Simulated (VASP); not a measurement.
Here is a VASP 6.6.1 calculation.

File INCAR:

```
ALGO = Normal ; EDIFF = 1E-6
ENCUT = 500 ; GGA = PS
GGA_COMPAT = False ; ISIF = 2
ISMEAR = 0 ; LASPH = True
LCHARG = False ; LREAL = False
LWAVE = False ; NBANDS = 8
NELM = 120 ; PREC = Accurate
SIGMA = 0.1
```

The input KPOINTS:

```
k-points
0
Gamma
  10 10 10
```

POSCAR

```
Sb
1.0
   -1.8713599382      1.8713599382      1.8713599382
    1.8713599382     -1.8713599382      1.8713599382
    1.8713599382      1.8713599382     -1.8713599382
Sb
1
Direct
    0.0000000000      0.0000000000      0.0000000000
```

Potentials or basis: VASP PAW PBE potentials, release 64 (Sb).

Launch:

```console
$ cat potpaw_PBE.64/Sb/POTCAR > POTCAR
$ mpirun -np 1 vasp_std > vasp.out
```

(1) Predict the pressure.

## Answers

(1) 0.0 GPa.

Caveat: the PAW data sets were made with another functional, which shifts forces and pressure a little.
